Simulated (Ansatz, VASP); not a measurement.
## AlGa3N4 in VASP and in Ansatz

File POSCAR:

```
AlGa3N4
1.0
    5.1389202025      0.0000000000      0.0000000000
    0.0000000000      3.1634143061      0.0000000000
   -0.0036760608      0.0000000000      5.4769945905
Al Ga N
1 3 4
Direct
    0.0005828848      0.5000000000      0.6672982357
    0.4991712870      0.5000000000      0.3350606985
    0.4992511918      0.0000000000      0.8314570703
    0.9998609986      0.0000000000      0.1661913852
    0.1194130441      0.5000000000      0.3406010347
    0.1173310425      0.0000000000      0.8259310372
    0.6202395502      0.0000000000      0.1661937139
    0.6317500111      0.5000000000      0.6672678244
```

File INCAR.step1:

```
PREC = Accurate
ENCUT = 520
ISMEAR = 0
SIGMA = 0.02
LREAL = F
LASPH = T
NELM = 100
NBANDS = 41
GGA = PE
ALGO = Normal
EDIFF = 1E-4
LWAVE = T
LCHARG = F
```

File INCAR.step2:

```
PREC = Accurate
ENCUT = 520
EDIFF = 1E-7
ISMEAR = 0
SIGMA = 0.02
LREAL = F
LASPH = T
NELM = 100
ALGO = Normal
ISIF = 2
LWAVE = F
LCHARG = F
METAGGA = R2SCAN
LMIXTAU = T
NBANDS = 41
ISTART = 1
```

The input KPOINTS:

```
regular mesh
0
Gamma
  6 8 4
```

Input for Ansatz:

```yaml
crystal:
  lattice:
    - [5.1389202029, 0.0, 0.0]
    - [0.0, 3.1634143062, 0.0]
    - [-0.0036760583, 0.0, 5.4769945897]
  atoms:
    - { symbol: Al, position: [0.000582885, 0.5, 0.6672982357] }
    - { symbol: Ga, position: [0.499171287, 0.5, 0.3350606987] }
    - { symbol: Ga, position: [0.4992511913, 0.0, 0.8314570701] }
    - { symbol: Ga, position: [0.9998609987, 0.0, 0.1661913855] }
    - { symbol: "N", position: [0.1194130445, 0.5, 0.3406010345] }
    - { symbol: "N", position: [0.1173310423, 0.0, 0.8259310375] }
    - { symbol: "N", position: [0.62023955, 0.0, 0.1661937137] }
    - { symbol: "N", position: [0.6317500111, 0.5, 0.6672678244] }
basis:
  ecutwfc: 500
kpoints:
  mp_grid: { grid: [6, 8, 4] }
  band_path: { path: [VBM, CBM], npoints: 2 }
hamiltonian:
  xc: r2scan
scf:
  occupations: { method: gaussian, width: 0.02 }
output:
  forces: true
  stress: true
  eigenvalues: true
checkpoint:
  read: start.run
  write: ck
  compress: false
  write_wavefunctions: false
  write_every: 100000
```

Alike in both runs: task single point; functional r2SCAN; k mesh 6 × 8 × 4; occupations gaussian, width 0.02 eV; no spin polarisation.

```csv
,VASP,Ansatz
version,VASP 6.6.1,Ansatz 0.2.0
potentials or method,"VASP PAW PBE potentials, release 64 (Al, Ga_d, N), cutoff 520 eV","scalar-relativistic, plane waves, PAW"
valence electrons in the cell,62,62
```

|  | VASP | Ansatz | Ansatz less VASP |
| --- | --- | --- | --- |
| gap on the k mesh at the Fermi level (eV) | 2.88 | 2.89 | +0.002 |
| least direct gap on the mesh (eV) | 2.88 | 2.89 | +0.002 |
| pressure (GPa) | 0.7 | 0.0 | -0.74 |
| traceless stress, the component that is largest in VASP (GPa) | -0.07 | 0.00 | +0.073 |
| rms of the force components (eV/Å) | 0.030 | 0.001 | -0.0290 |

VASP's potentials were made for PBE, not for r2SCAN. Atom by atom the forces differ by 0.030 eV/Å (rms over components). With one functional, cell and mesh, what is left measures potentials, basis and numerics.
